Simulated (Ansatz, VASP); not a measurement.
**Two plane-wave programs on LaScF**

```
La Sc F
1.0
     3.14965    0.00000    0.00000
     0.00000    3.14965    0.00000
     0.00000    0.00000    7.15679
La Sc F
1 1 1
Direct
  0.00000 0.00000 0.00000
  0.00000 0.00000 0.50000
  0.50000 0.50000 0.50000
```

Alike in both runs: functional PBE; k mesh 4 × 4 × 4; occupations gaussian, width 0.1 eV; no spin polarisation.

Ansatz relaxed the structure, and its values are those at the end. VASP's run is a single point on that final structure, the one shown.

```csv
,VASP,Ansatz
version,VASP 6.6.1,Ansatz 0.2.0
potentials or method,"VASP PAW PBE potentials, release 64 (La, Sc_sv, F), cutoff 520 eV","scalar-relativistic, plane waves, PAW"
valence electrons in the cell,29,29
```

```csv
,VASP,Ansatz,Ansatz less VASP
gap on the k mesh at the Fermi level (eV),none,none,-
pressure (GPa),0.2,0.1,-0.12
```

A gap of «none» marks a metal or a gap that the smearing closes. With one functional, cell and mesh, what is left measures potentials, basis and numerics.

The k mesh is coarse, so the values compare programs but aren't converged. Neither program's run includes spin-orbit coupling.
